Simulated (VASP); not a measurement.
Here is a VASP 6.6.1 calculation.

Contents of INCAR:

```
ALGO = Normal
EDIFF = 1E-6
ENCUT = 520
ISIF = 2
ISMEAR = 0
LASPH = True
LCHARG = True
LELF = True
LREAL = False
LVHAR = True
LWAVE = False
NBANDS = 16
NELM = 60
PREC = Accurate
SIGMA = 0.02
```

Contents of KPOINTS:

```
k-points
0
Gamma
  12 12 6
```

The input POSCAR:

```
AlN
1.0
    3.0887789123      0.0000000000      0.0000000000
   -1.5443894561      2.6749610047      0.0000000000
    0.0000000000      0.0000000000      4.9433095519
Al N
2 2
Direct
    0.6666666667      0.3333333333      0.4990090971
    0.3333333333      0.6666666667      0.9990090971
    0.6666666667      0.3333333333      0.8809909029
    0.3333333333      0.6666666667      0.3809909029
```

Potentials or basis: VASP PAW LDA potentials, release 64 (Al, N).

Command:

```bash
$ cat potpaw_LDA.64/Al/POTCAR potpaw_LDA.64/N/POTCAR > POTCAR
$ mpirun -np 1 vasp_std > vasp.out
```

**Question.** What does it give for the band gap on the k mesh?

**Answer.** 4.42 eV.

**Question.** What does it give for the pressure?

**Answer.** 0.6 GPa.

A k mesh can miss the band edges.
